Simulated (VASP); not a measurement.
# SnO2 in VASP: single point with PBE+D3(BJ)

Aim: the single point of SnO2 with PBE+D3(BJ).

All numbers are computed with VASP 6.6.1; they aren't measurements. Logs are shortened: lines on timing, memory, paths and dates and some standing lists are left out, and cuts for length are marked.

## (1) The cell of the first run

The typed cell holds 12 atoms: a = 5.691 Å, b = 5.691 Å, c = 5.691 Å, α = 69.34°, β = 69.34°, γ = 69.34°.

## (2) Single point, PBE+D3(BJ)

Contents of INCAR:

```
PREC = Accurate ; ENCUT = 520
EDIFF = 1E-6 ; ISMEAR = 0
SIGMA = 0.05 ; LREAL = F
LASPH = T ; NELM = 100
ALGO = Normal ; ISIF = 2
LWAVE = F ; LCHARG = F
GGA = PE ; IVDW = 12
NBANDS = 64
```

Contents of KPOINTS:

```
regular mesh
0
Gamma
  6 6 6
```

Contents of POSCAR:

```
SnO2
1.0
    3.2373377712      1.8690778337      4.2908446647
   -3.2373377712      1.8690778337      4.2908446647
    0.0000000000     -3.7381556673      4.2908446647
Sn O
4 8
Direct
    0.8647789246      0.8647789246      0.8647789246
    0.3647917685      0.3647917685      0.8647862194
    0.3647917685      0.8647862194      0.3647917685
    0.8647862194      0.3647917685      0.3647917685
    0.1211920443      0.6211670289      0.6211670289
    0.6211670289      0.1211920443      0.6211670289
    0.6211670289      0.6211670289      0.1211920443
    0.6084040128      0.6084040128      0.6084040128
    0.1211868861      0.1211868861      0.1211868861
    0.1083919289      0.1083919289      0.6083964602
    0.1083919289      0.6083964602      0.1083919289
    0.6083964602      0.1083919289      0.1083919289
```

Potentials or basis: VASP PAW PBE potentials, release 64 (Sn_d, O).

The run is started by

```sh
cat potpaw_PBE.64/Sn_d/POTCAR potpaw_PBE.64/O/POTCAR > POTCAR
mpirun -np 1 vasp_std > vasp.out
```

OUTCAR:

```text
PREC = Accurate
   ENCUT = 520
   EDIFF = 1E-6
   ISMEAR = 0
   LREAL = F
   LASPH = T
   NELM = 100
   ISIF = 2
   GGA = PE
   IVDW = 12
 IVDW          = 12

 ion  position               nearest neighbor table
   1  0.865  0.865  0.865-  11 2.12  12 2.12  10 2.12   6 2.12   5 2.12   7 2.12   2 3.24   2 3.24
                             3 3.24   4 3.24   3 3.24   4 3.24
   2  0.365  0.365  0.865-   9 2.12   6 2.12   5 2.12  11 2.12  12 2.12   8 2.12   3 3.24   4 3.24
                             1 3.24   1 3.24   4 3.24   3 3.24
   3  0.365  0.865  0.365-   9 2.12   7 2.12   5 2.12  10 2.12  12 2.12   8 2.12   4 3.24   2 3.24
                             1 3.24   1 3.24   4 3.24   2 3.24
   4  0.865  0.365  0.365-   9 2.12   7 2.12   6 2.12  10 2.12  11 2.12   8 2.12   3 3.24   2 3.24
                             1 3.24   1 3.24   3 3.24   2 3.24
   5  0.121  0.621  0.621-   2 2.12   3 2.12   1 2.12
   6  0.621  0.121  0.621-   2 2.12   4 2.12   1 2.12
   7  0.621  0.621  0.121-   3 2.12   4 2.12   1 2.12
   8  0.608  0.608  0.608-   3 2.12   4 2.12   2 2.12
   9  0.121  0.121  0.121-   3 2.12   4 2.12   2 2.12
  10  0.108  0.108  0.608-   3 2.12   4 2.12   1 2.12
  11  0.108  0.608  0.108-   2 2.12   4 2.12   1 2.12
  12  0.608  0.108  0.108-   2 2.12   3 2.12   1 2.12

  LATTYP: Found a trigonal (rhomboedric) cell.
 ALAT       =     5.6907957027
 COS(alpha) =     0.3527679204

  Lattice vectors:

 A1 = (   3.2373377712,   1.8690778337,   4.2908446647)
 A2 = (  -3.2373377712,   1.8690778337,   4.2908446647)
 A3 = (   0.0000000000,  -3.7381556673,   4.2908446647)

Analysis of symmetry for initial positions (statically):
=====================================================================
 Subroutine PRICEL returns:
 Original cell was already a primitive cell.

 Routine SETGRP: Setting up the symmetry group for a
 trigonal (rhombohedral) supercell.

 Subroutine GETGRP returns: Found  6 space group operations
 (whereof  6 operations were pure point group operations)
 out of a pool of 12 trial point group operations.

The static configuration has the point symmetry C_3v.

Analysis of symmetry for dynamics (positions and initial velocities):
=====================================================================
 Subroutine PRICEL returns:
 Original cell was already a primitive cell.

 Routine SETGRP: Setting up the symmetry group for a
 trigonal (rhombohedral) supercell.

 Subroutine GETGRP returns: Found  6 space group operations
 (whereof  6 operations were pure point group operations)
 out of a pool of 12 trial point group operations.

The dynamic configuration has the point symmetry C_3v.

 Subroutine INISYM returns: Found  6 space group operations
 (whereof  6 operations are pure point group operations),
 and found     1 'primitive' translations

----------------------------------------------------------------------------------------

                                     Primitive cell

  volume of cell :     155.7792

  direct lattice vectors                    reciprocal lattice vectors
     3.237337771  1.869077834  4.290844665     0.154447894  0.089170533  0.077684782
    -3.237337771  1.869077834  4.290844665    -0.154447894  0.089170533  0.077684782
     0.000000000 -3.738155667  4.290844665     0.000000000 -0.178341066  0.077684782

  length of vectors
     5.690795703  5.690795703  5.690795703     0.194526248  0.194526248  0.194526248

  position of ions in fractional coordinates (direct lattice)
     0.864778925  0.864778925  0.864778925
     0.364791768  0.364791768  0.864786219
     0.364791768  0.864786219  0.364791768
     0.864786219  0.364791768  0.364791768
     0.121192044  0.621167029  0.621167029
     0.621167029  0.121192044  0.621167029
     0.621167029  0.621167029  0.121192044
     0.608404013  0.608404013  0.608404013
     0.121186886  0.121186886  0.121186886
     0.108391929  0.108391929  0.608396460
     0.108391929  0.608396460  0.108391929
     0.608396460  0.108391929  0.108391929

  ion indices of the primitive-cell ions
   primitive index   ion index
                 1           1
                 2           2
                 3           3
                 4           4
                 5           5
                 6           6
                 7           7
                 8           8
                 9           9
                10          10
                11          11
                12          12

----------------------------------------------------------------------------------------

 KPOINTS: regular mesh

Automatic generation of k-mesh.
 Grid dimensions read from file:
 generate k-points for:    6    6    6

 Generating k-lattice:

  Cartesian coordinates                     Fractional coordinates (reciprocal lattice)
     0.025741316  0.014861756  0.012947464     0.166666667  0.000000000  0.000000000
    -0.025741316  0.014861756  0.012947464     0.000000000  0.166666667  0.000000000
     0.000000000 -0.029723511  0.012947464     0.000000000  0.000000000  0.166666667

  Length of vectors
     0.032421041  0.032421041  0.032421041

  Shift w.r.t. Gamma in fractional coordinates (k-lattice)
     0.000000000  0.000000000  0.000000000

 Subroutine IBZKPT returns following result:
 ===========================================

 Found     32 irreducible k-points:

 Following reciprocal coordinates:
            Coordinates               Weight
  0.000000  0.000000  0.000000      1.000000
  0.166667 -0.000000  0.000000      6.000000
  0.333333  0.000000  0.000000      6.000000
  0.500000  0.000000 -0.000000      3.000000
  0.166667  0.166667  0.000000      6.000000
  0.333333  0.166667 -0.000000     12.000000
[... 16 lines left out ...]
  0.500000  0.500000  0.166667      6.000000
 -0.333333  0.500000  0.166667     12.000000
 [... further k-points ...]
   k-points           NKPTS =     32   k-points in BZ     NKDIM =     32   number of bands    NBANDS=     64
   number of dos      NEDOS =    301   number of ions     NIONS =     12
   total plane-waves  NPLWV =  74088
   dimension x,y,z NGX =    42 NGY =   42 NGZ =   42
   dimension x,y,z NGXF=    84 NGYF=   84 NGZF=   84
   ions per type =               4   8
   NGX,Y,Z   is equivalent  to a cutoff of  12.27, 12.27, 12.27 a.u.
   NGXF,Y,Z  is equivalent  to a cutoff of  24.54, 24.54, 24.54 a.u.
 SYSTEM =  unknown system
   PREC   = accura    normal or accurate (medium, high low for compatibility)
   ISTART =      0    job   : 0-new  1-cont  2-samecut
   ICHARG =      2    charge: 1-file 2-atom 10-const
   ISPIN  =      1    spin polarized calculation?
   LNONCOLLINEAR =      F non collinear calculations
   LSORBIT =      F    spin-orbit coupling
   LASPH  =      T    aspherical Exc in radial PAW
   ENCUT  =  520.0 eV  38.22 Ry    6.18 a.u.  10.58 10.58 10.58*2*pi/ulx,y,z
   NELM   =    100;   NELMIN=  2; NELMDL= -5     # of ELM steps
   EDIFF  = 0.1E-05   stopping-criterion for ELM
   LREAL  =      F    real-space projection
   EDIFFG = 0.1E-04   stopping-criterion for IOM
   NSW    =      0    number of steps for IOM
   IBRION =     -1    ionic relax: 0-MD 1-quasi-New 2-CG
   NFREE  =      0    steps in history (QN), initial steepest desc. (CG)
   ISIF   =      2    stress and relaxation
   ISYM   =      2    0-nonsym 1-usesym 2-fastsym
   POTIM  = 0.5000    time-step for ionic-motion
   TEBEG  =    0.0;   TEEND  =   0.0 temperature during run
   PSTRESS=    0.0 pullay stress
   NELECT =     104.0000    total number of electrons
   NUPDOWN=      -1.0000    fix difference up-down
   EMIN   =  10.00;   EMAX   =-10.00  energy-range for DOS
   EFERMI =   0.00;   METHOD = LEGACY
   ISMEAR =     0;   SIGMA  =   0.05  broadening in eV -4-tet -1-fermi 0-gaus
   EFERMI_NEDOS =   21; number of points for ismear=-14 and -15
   IALGO  =     38    algorithm
   IMIX   =      4    mixing-type and parameters
     AMIX     =   0.40;   BMIX     =  1.00
     AMIX_MAG =   1.60;   BMIX_MAG =  1.00
  volume/ion in A,a.u.               =      12.98        87.60
  Fermi-wavevector in a.u.,A,eV,Ry     =   1.430813  2.703844 27.854188  2.047225
  Thomas-Fermi vector in A             =   2.550617
   LORBIT       =      0    0 simple, 1 ext, 2 COOP (PROOUT), +10 PAW based schemes
   GGA     = PE    functional components
   LHFCALC =     F    Hartree Fock is set to
   AEXX    =    0.0000 exact exchange contribution
   IVDW    =    12    specifies the selected vdW correction
   LEPSILON=     F    determine dielectric tensor
   LRPA    =     F    only Hartree local field effects (RPA)
 non-spin polarized calculation
 Gauss-broadening in eV      SIGMA  =   0.05
  energy-cutoff  :      520.00
  volume of cell :      155.78
 maximum number of plane-waves:      4212
   NGX = 21   NGY = 21   NGZ = 21

 number of electron     104.0000001 magnetization

 Free energy of the ion-electron system (eV)
  ---------------------------------------------------
  ext. energy  EPLUGINS =         0.00000000
  ---------------------------------------------------
  free energy    TOTEN  =       -72.66093393 eV

  energy without entropy =      -72.66093393  energy(sigma->0) =      -72.66093393

 E-fermi :   5.1672     XC(G=0): -10.7318

 val. band max:        4.8722920515   @ k =   0.0000   0.0000   0.0000
 cond. band min:       6.4254415016   @ k =   0.0000   0.0000   0.0000
 fundamental gap:      1.5531494501
 Fermi energy:         5.1671662435

 k-point     1 :       0.0000    0.0000    0.0000
  band No.  band energies     occupation
      1     -15.9400      2.00000
      2     -15.9400      2.00000
      3     -15.9400      2.00000
      4     -15.3863      2.00000
      5     -15.1429      2.00000
      6     -15.1429      2.00000
[... 56 lines left out ...]
     63      15.7016      0.00000
     64      15.7124      0.00000

 k-point     2 :       0.1667   -0.0000    0.0000
  band No.  band energies     occupation
      1     -15.9022      2.00000
      2     -15.9021      2.00000
      3     -15.8958      2.00000
      4     -15.3582      2.00000
      5     -15.1979      2.00000
      6     -15.1288      2.00000
[... 56 lines left out ...]
     63      15.4992      0.00000
     64      15.4999      0.00000

 k-point     3 :       0.3333    0.0000    0.0000
  band No.  band energies     occupation
      1     -15.8039      2.00000
      2     -15.8039      2.00000
      3     -15.7700      2.00000
      4     -15.3904      2.00000
      5     -15.2462      2.00000
      6     -15.2462      2.00000
[... 1396 lines left out ...]
     63      14.3991      0.00000
     64      14.8712      0.00000

 k-point    24 :      -0.3333    0.5000    0.1667
  band No.  band energies     occupation
      1     -15.7172      2.00000
      2     -15.7138      2.00000
      3     -15.6756      2.00000
      4     -15.4905      2.00000
      5     -15.4114      2.00000
      6     -15.2483      2.00000
[... 56 lines left out ...]
     63      14.4560      0.00000
     64      14.5215      0.00000

 [... further k-points ...]

------------------------ aborting loop because EDIFF is reached ----------------------------------------

 Edisp (eV)   -2.41263

 E8    (eV) :    -0.9592

  FORCE on cell =-STRESS in cart. coord.  units (eV):
  Direction    XX          YY          ZZ          XY          YZ          ZX
  --------------------------------------------------------------------------------------
  -------------------------------------------------------------------------------------
  Total       0.89569     0.89569     0.24210    -0.00000     0.00000     0.00000
  in kB       9.21216     9.21216     2.49001    -0.00000     0.00000     0.00000
  external pressure =        6.97 kB  Pullay stress =        0.00 kB

 VOLUME and BASIS-vectors are now :
 -----------------------------------------------------------------------------
  energy-cutoff  :      520.00
  volume of cell :      155.78
      direct lattice vectors                 reciprocal lattice vectors
     3.237337771  1.869077834  4.290844665     0.154447894  0.089170533  0.077684782
    -3.237337771  1.869077834  4.290844665    -0.154447894  0.089170533  0.077684782
     0.000000000 -3.738155667  4.290844665     0.000000000 -0.178341066  0.077684782

 POSITION                                       TOTAL-FORCE (eV/Angst)
 -----------------------------------------------------------------------------------
      0.00000      0.00000     11.13190         0.000000     -0.000000     -0.000081
      0.00000     -1.86906      6.84119         0.000000     -0.000507      0.000070
     -1.61865      0.93453      6.84119        -0.000439      0.000254      0.000070
      1.61865      0.93453      6.84119         0.000439      0.000254      0.000070
     -1.61859     -0.93449      5.85068        -0.000631     -0.000364     -0.056460
      1.61859     -0.93449      5.85068         0.000631     -0.000364     -0.056460
      0.00000      1.86898      5.85068         0.000000      0.000728     -0.056460
      0.00000      0.00000      7.83170         0.000000      0.000000      0.056412
      0.00000      0.00000      1.55998         0.000000     -0.000000     -0.057361
      0.00000     -1.86909      3.54072         0.000000     -0.000656      0.056733
     -1.61868      0.93455      3.54072        -0.000568      0.000328      0.056733
      1.61868      0.93455      3.54072         0.000568      0.000328      0.056733
 -----------------------------------------------------------------------------------
    total drift:                                0.000000      0.000002      0.000135

  FREE ENERGIE OF THE ION-ELECTRON SYSTEM (eV)
  ---------------------------------------------------
  free  energy   TOTEN  =       -75.0735608261 eV

  energy  without entropy=      -75.0735608261  energy(sigma->0) =      -75.07356083
```

Wall time 5.4 min (1 thread of Oxide Virtual Turin-like, shared host); peak memory 0.36 GiB.

What came out:

```
Free energy                : -75.0736 eV
Pressure                   : 0.7 GPa
Largest force              : 0.057 eV/Å
Band gap on the k mesh     : 1.55 eV
Dispersion energy per atom : -0.201 eV
```

Forces on the atoms (eV/Å):
```
Sn   0.000  0.000  0.000
Sn   0.000 -0.001  0.000
Sn   0.000  0.000  0.000
Sn   0.000  0.000  0.000
O   -0.001  0.000 -0.056
O    0.001  0.000 -0.056
O    0.000  0.001 -0.056
O    0.000  0.000  0.056
O    0.000  0.000 -0.057
O    0.000 -0.001  0.057
O   -0.001  0.000  0.057
O    0.001  0.000  0.057
```

Levels at points of the mesh, in eV from the valence-band top:
```csv
k point,band 48,band 49,band 50,band 51,band 52,band 53,band 54,band 55,band 56,band 57
"(0.00, 0.00, 0.00)",-0.57,-0.05,-0.05,-0.05,0.00,1.55,4.78,4.78,4.78,5.44
"(0.50, 0.00, 0.00)",-0.52,-0.40,-0.40,-0.08,-0.08,4.07,4.07,5.55,5.55,6.63
"(0.50, 0.50, 0.00)",-0.89,-0.59,-0.59,-0.17,-0.17,4.48,4.48,5.55,5.55,7.37
"(0.50, 0.50, 0.50)",-1.07,-1.07,-0.95,-0.95,-0.95,3.48,5.29,5.30,5.30,5.74
```

Caveat: spin-orbit coupling is left out, which moves the levels of the heavy elements.
